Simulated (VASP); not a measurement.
The system is Bi, a slab with vacuum.

```
Bi
1.0
     4.31490    0.00000    0.00000
    -2.15745    3.73681    0.00000
     0.00000    0.00000   27.05307
Bi
2
Direct
  0.33333 0.66667 0.31274
  0.66667 0.33333 0.37577
```

Base run:

```yaml
Program: VASP 6.6.1
Functional: r2SCAN
Potentials_or_basis: VASP PAW PBE potentials, release 64 (Bi_d)
Cutoff: 520 eV
k_mesh: 6 × 6 × 1
Occupations: gaussian, width 0.01 eV
Spin: no spin polarisation
```

Its results: band gap on the k mesh 0.86 eV, direct; largest force 0.021 eV/Å.

The run is repeated on the same cell with these changes: functional from r2SCAN to PBE. What comes out?

Band gap on the k mesh 0.58 eV, direct; largest force 0.239 eV/Å.

r2SCAN gives the wider gap, since meta-GGAs in the generalised Kohn-Sham scheme recover part of the derivative discontinuity.

Caveats: spin-orbit coupling is left out, which moves the levels of the heavy elements; the PAW data sets were made with another functional, which shifts forces and pressure a little (some runs).

A k mesh can miss the band edges.
